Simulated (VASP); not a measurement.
**F: single point with PBEsol**

Crystal: F.

```
CELL_PARAMETERS angstrom
3.16751 -1.76300 -0.24431
3.16751 1.76300 -0.24431
-2.39893 0.00000 7.06746
ATOMIC_POSITIONS crystal
F 0.08485 0.08485 0.09400
F 0.91515 0.91515 0.90600
F 0.50157 0.50157 0.59372
F 0.49843 0.49843 0.40628
```

```
Program                : VASP 6.6.1
Task                   : single point
Functional             : PBEsol
Potentials or basis    : VASP PAW PBE potentials, release 64 (F)
Cutoff                 : 520 eV
k mesh                 : 4 × 4 × 2
Occupations            : gaussian, width 0.05 eV
Spin                   : no spin polarisation
Dipole correction      : no
Further INCAR settings : ALGO = Normal; EDIFF = 1e-06; NBANDS = 22
```

* Pressure: 1.0 GPa
* Largest force: 0.777 eV/Å
* Band gap on the k mesh: 3.13 eV, indirect (least direct gap 3.22 eV)

Forces on the atoms (eV/Å):
```
F    0.353  0.000  0.693
F   -0.353  0.000 -0.693
F   -0.237  0.000  0.740
F    0.237  0.000 -0.740
```

Stress tensor (GPa, compression positive):
```
 0.15  0.00  0.25
 0.00 -0.50  0.00
 0.25  0.00  3.43
```

Levels at points of the mesh, in eV from the valence-band top:
| k point | band 10 | band 11 | band 12 | band 13 | band 14 | band 15 | band 16 | band 17 | band 18 | band 19 |
| --- | --- | --- | --- | --- | --- | --- | --- | --- | --- | --- |
| (0.00, 0.00, 0.00) | -3.59 | -0.35 | -0.17 | -0.13 | -0.09 | 3.13 | 3.87 | 8.56 | 11.05 | 12.06 |
| (0.50, 0.00, 0.00) | -3.70 | -0.37 | -0.30 | -0.29 | -0.18 | 3.53 | 3.61 | 12.45 | 12.60 | 14.13 |
| (0.50, 0.50, 0.00) | -3.63 | -0.33 | -0.27 | -0.18 | 0.00 | 3.48 | 3.59 | 12.68 | 12.80 | 13.04 |
| (0.00, 0.00, 0.50) | -3.59 | -0.30 | -0.20 | -0.17 | -0.10 | 3.43 | 3.51 | 9.43 | 9.44 | 14.73 |
| (0.50, 0.00, 0.50) | -3.66 | -0.48 | -0.34 | -0.21 | -0.07 | 3.37 | 3.75 | 12.37 | 13.18 | 13.41 |
| (0.50, 0.50, 0.50) | -3.69 | -0.36 | -0.25 | -0.17 | -0.10 | 3.52 | 3.60 | 12.25 | 12.38 | 14.44 |

Run time: 48 s on 1 thread of AMD EPYC 7R13, with other jobs on the host, peak memory 0.18 GiB.

Caveat: the k points lie up to 0.52 Å⁻¹ apart; the PAW data sets were made with another functional, which shifts forces and pressure a little. A k mesh can miss the band edges.
